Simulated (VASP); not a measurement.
Crystal: BN.

```
B N
1.0
     1.63497   -1.72788    0.00000
     1.63497    1.72788    0.00000
     0.00000    0.00000    3.36487
B N
1 1
Direct
  0.00000 0.00000 0.00000
  0.50000 0.50000 0.50000
```

The cell was generated, and may not be a known phase.

* Program: VASP 6.6.1
* Task: relaxation of cell and atoms
* Functional: PBE
* Potentials or basis: VASP PAW PBE potentials, release 64 (B, N)
* Cutoff: 600 eV
* k mesh: 8 × 8 × 6
* Occupations: gaussian, width 0.1 eV
* Spin: no spin polarisation

At the start: pressure -32.3 GPa; volume 9.51 Å³/atom.

Problem. How do energy, volume and symmetry change on relaxing?

Solution. Over 21 steps the energy falls by 2402.8 meV/atom and the volume is 6.91 Å³/atom (-27.3 %); space group Cmmm (No. 65, to 0.1 Å) before and after.

Step by step:
```
step  energy change (eV)  largest force (eV/Å)  pressure (GPa)  volume (Å³)
   1              0.0000                0.0000          -32.33        19.01
   2             -0.7385                0.0000           -4.90        14.20
   3             -0.7549                0.0000            2.46        13.67
   4             -1.2347                0.0000            5.31        12.78
   5             -0.9641                0.0000          120.84         9.64
   6             -1.8327                0.0000           19.82        11.63
   7             -1.8818                0.0000           42.13        10.92
   8             -1.9546                0.0000           44.71        10.86
   9             -2.0888                0.0000           56.88        10.66
  10             -1.8273                0.0000           97.88        10.13
  11             -2.0792                0.0000           65.71        10.53
  12             -2.3963                0.0000           62.05        10.64
  13             -3.1972                0.0000           71.92        10.88
  14             -2.7391                0.0000          157.68        10.94
  15             -3.4093                0.0000           92.34        10.96
  16             -4.0941                0.0000           62.19        11.68
  17             -4.7759                0.0000            0.40        13.91
  18             -4.7967                0.0000            7.27        13.57
  19             -4.7964                0.0000            6.13        13.62
  20             -4.8036                0.0000            2.89        13.73
  21             -4.8056                0.0000            0.07        13.82
```

Final structure:
```yaml
crystal:
  lattice:
    - [1.13642, -2.67369, 0.00000]
    - [1.13642, 2.67369, 0.00000]
    - [0.00000, 0.00000, 2.27345]
  atoms:
    - { symbol: B, position: [0.00000, 0.00000, 0.00000] }
    - { symbol: N, position: [0.50000, 0.50000, 0.50000] }
```

Caveat: the volume moved by over 15 % at a fixed basis, so the end points are rough.
